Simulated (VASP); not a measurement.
Wanted: the native input for a VASP 6.6.1 run.

- Task: relaxation of cell and atoms
- Functional: r2SCAN
- Potentials or basis: VASP PAW PBE potentials, release 64 (Au)
- Cutoff: 600 eV
- k mesh: 6 × 6 × 6
- Occupations: gaussian, width 0.1 eV
- Spin: no spin polarisation
- Dipole correction: no
- Further INCAR settings: ALGO = Normal; EDIFF = 1e-07; IBRION = 2; EDIFFG = -0.04; NSW = 90; ISIF = 3

The system is Au.

```
CELL_PARAMETERS angstrom
0.00000 2.74703 2.74703
2.74703 0.00000 2.74703
2.74703 2.74703 0.00000
ATOMIC_POSITIONS crystal
Au 0.50000 0.50000 0.50000
Au 0.75000 0.75000 0.75000
```

This isn't the form of Au at room conditions, which is fcc.

These files were run (other wordings do the same):

POSCAR

```
Au
1.0
    0.0000000000      2.7470280705      2.7470280705
    2.7470280705      0.0000000000      2.7470280705
    2.7470280705      2.7470280705      0.0000000000
Au
2
Direct
    0.5000000000      0.5000000000      0.5000000000
    0.7500000000      0.7500000000      0.7500000000
```

INCAR.step1

```
ALGO = Normal
EDIFF = 1E-4
ENCUT = 600
GGA = PE
ISMEAR = 0
LASPH = T
LCHARG = F
LREAL = F
LWAVE = T
NELM = 80
PREC = Accurate
SIGMA = 0.1
```

INCAR.step2

```
ALGO = Normal
EDIFF = 1E-7
EDIFFG = -0.04
ENCUT = 600
IBRION = 2
ISIF = 3
ISMEAR = 0
ISTART = 1
LASPH = T
LCHARG = F
LMIXTAU = T
LREAL = F
LWAVE = F
METAGGA = R2SCAN
NELM = 80
NSW = 90
PREC = Accurate
SIGMA = 0.1
```

KPOINTS

```
k-points
0
Gamma
  6 6 6
```

Potentials or basis: VASP PAW PBE potentials, release 64 (Au).

Command:

```console
$ cat potpaw_PBE.64/Au/POTCAR > POTCAR
$ cp INCAR.step1 INCAR
$ mpirun -np 1 vasp_std > vasp.out
$ cp INCAR.step2 INCAR
$ mpirun -np 1 vasp_std > vasp.out
```

It gave:

The relaxed volume is 28.19 Å³/atom. The relaxed cell is a = 4.304 Å, b = 4.304 Å, c = 4.304 Å, α = 60.00°, β = 60.00°, γ = 60.00°, the space group after relaxing (to 0.1 Å) is Fd-3m (No. 227) and the energy gained by relaxing is 761.7 meV/atom. The ionic steps are 5 and the pressure after relaxing is 0.0 GPa. The band gap on the k mesh is zero (bands 11 and 12 overlap by 0.69 eV).

Caveat: the volume moved by over 15 % at a fixed basis, so the end points are rough; the PAW data sets were made with another functional, which shifts forces and pressure a little; spin-orbit coupling is left out, which moves the levels of the heavy elements.

Wall time 2.7 min on 1 thread of Intel(R) Xeon(R) Platinum 8488C (Sapphire Rapids), on a shared host, peak memory 0.2 GiB.
